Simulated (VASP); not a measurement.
Set up this calculation in VASP 6.6.1, as the native input.

```
Task                   : single point
Functional             : r2SCAN
Potentials or basis    : VASP PAW PBE potentials, release 64 (W_sv)
Cutoff                 : 520 eV
k mesh                 : 6 × 6 × 6
Occupations            : gaussian, width 0.1 eV
Spin                   : no spin polarisation
Dipole correction      : no
Further INCAR settings : ALGO = Normal; EDIFF = 1e-06; NBANDS = 13
```

W:

```
W
1.0
     2.61323    0.00000    0.00000
     0.00000    2.61323    0.00000
     0.00000    0.00000    2.61323
W
1
Direct
  0.00000 0.00000 0.00000
```

This isn't the form of W at room conditions, which is bcc.

The input as run:

POSCAR

```
W
1.0
    2.6132328019      0.0000000000      0.0000000000
    0.0000000000      2.6132328019      0.0000000000
    0.0000000000      0.0000000000      2.6132328019
W
1
Direct
    0.0000000000      0.0000000000      0.0000000000
```

INCAR.step1

```
ALGO = Normal
EDIFF = 1E-4
ENCUT = 520
GGA = PE
ISMEAR = 0
LASPH = T
LCHARG = F
LREAL = F
LWAVE = T
NBANDS = 13
NELM = 60
PREC = Accurate
SIGMA = 0.1
```

INCAR.step2

```
ALGO = Normal
EDIFF = 1E-6
ENCUT = 520
ISIF = 2
ISMEAR = 0
ISTART = 1
LASPH = T
LCHARG = T
LELF = T
LMIXTAU = T
LREAL = F
LVHAR = T
LWAVE = F
METAGGA = R2SCAN
NBANDS = 13
NELM = 60
PREC = Accurate
SIGMA = 0.1
```

KPOINTS

```
k-points
0
Gamma
  6 6 6
```

Potentials or basis: VASP PAW PBE potentials, release 64 (W_sv).

The run is started by

```sh
$ cat potpaw_PBE.64/W_sv/POTCAR > POTCAR
$ cp INCAR.step1 INCAR
$ mpirun -np 1 vasp_std > vasp.out
$ cp INCAR.step2 INCAR
$ mpirun -np 1 vasp_std > vasp.out
```

Results of the run:

* Pressure: 1.1 GPa
* Band gap on the k mesh: zero (bands 7 and 8 overlap by 2.62 eV)

Caveat: the k points lie up to 0.40 Å⁻¹ apart, too coarse for converged energies and pressures of a metal; the PAW data sets were made with another functional, which shifts forces and pressure a little; spin-orbit coupling is left out, which moves the levels of the heavy elements.

Wall time 35 s on 1 thread of Intel Xeon 8259CL, with other jobs on the host, peak memory 0.12 GiB.
